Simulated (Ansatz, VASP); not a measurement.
## Hf: VASP beside Ansatz

INCAR

```
ALGO = Normal
EDIFF = 1E-7
ENCUT = 520
GGA = PE
ISIF = 2
ISMEAR = -1
LASPH = True
LCHARG = True
LELF = True
LREAL = False
LVHAR = True
LWAVE = False
NBANDS = 11
NELM = 100
PREC = Accurate
SIGMA = 0.03
```

File KPOINTS:

```
k-points
0
Gamma
  13 13 13
```

The input POSCAR:

```
Hf
1.0
    0.0000000000      2.2200000000      2.1756000000
    2.2200000000      0.0000000000      2.1756000000
    2.2200000000      2.2200000000      0.0000000000
Hf
1
Direct
    0.0000000000      0.0000000000      0.0000000000
```

Input for Ansatz:

```yaml
crystal:
  lattice:
    - [0.0, 2.22, 2.1756]
    - [2.22, 0.0, 2.1756]
    - [2.22, 2.22, 0.0]
  atoms:
    - { symbol: Hf, position: [0.0, 0.0, 0.0] }
kpoints:
  mp_grid: { grid: [13, 13, 13] }
  band_path:
    path:
      - [0.0, 0.0, 0.0]
      - [0.0, 0.5, 0.5]
      - [0.25, 0.75, 0.5]
      - [0.0, 0.5, 0.0]
      - [0.0, 0.0, 0.0]
      - [0.5, 0.5, 0.0]
      - [0.3801541025, 0.6198458975, 0.0]
      - [-0.3801541025, 0.3801541025, 0.0]
      - [0.0, 0.0, 0.0]
    npoints: 5
scf:
  occupations: { method: fermi_dirac, width: 0.03 }
hamiltonian:
  xc: pbe
  pseudopotentials: { kind: all_electron, lapw: { basis_error: 0.001 } }
output:
  forces: true
  stress: true
  eigenvalues: true
```

Change from the starting cell: zz strain of -2 %.

Alike in both runs: task single point; functional PBE; k mesh 13 × 13 × 13; occupations fermi-dirac, width 0.03 eV; no spin polarisation.

|  | VASP | Ansatz |
| --- | --- | --- |
| version | VASP 6.6.1 | Ansatz 0.2.0 |
| potentials or method | VASP PAW PBE potentials, release 64 (Hf_pv), cutoff 520 eV | all-electron LAPW, scalar-relativistic |

```tsv
	VASP	Ansatz	Ansatz less VASP
pressure (GPa)	5.2	5.7	+0.47
traceless stress, the component that is largest in VASP (GPa)	0.31	0.32	+0.004
```

Ansatz ran all-electron here, and VASP with PAW potentials.

Neither program's run includes spin-orbit coupling.
